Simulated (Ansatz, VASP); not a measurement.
## Pb in VASP and in Ansatz

```xyz
2
Lattice="3.5521 0.0000 0.0000 -1.7760 3.0762 0.0000 0.0000 0.0000 5.8569" Properties=species:S:1:pos:R:3 pbc="T T T"
Pb    0.0000    2.0508    1.4642
Pb    1.7760    1.0254    4.3927
```

Alike in both runs: task single point; functional BLYP; k mesh 11 × 11 × 6; occupations fermi-dirac, width 0.1 eV; no spin polarisation.

```csv
,VASP,Ansatz
version,VASP 6.6.1,Ansatz 0.2.0
potentials or method,"VASP PAW PBE potentials, release 64 (Pb_d), cutoff 520 eV","plane waves (420 eV) with PAW, scalar-relativistic"
valence electrons in the cell,28,28
```

|  | VASP | Ansatz | Ansatz less VASP |
| --- | --- | --- | --- |
| pressure (GPa) | 3.0 | 2.9 | -0.08 |

VASP's potentials were made for PBE, not for BLYP.

Neither program's run includes spin-orbit coupling.
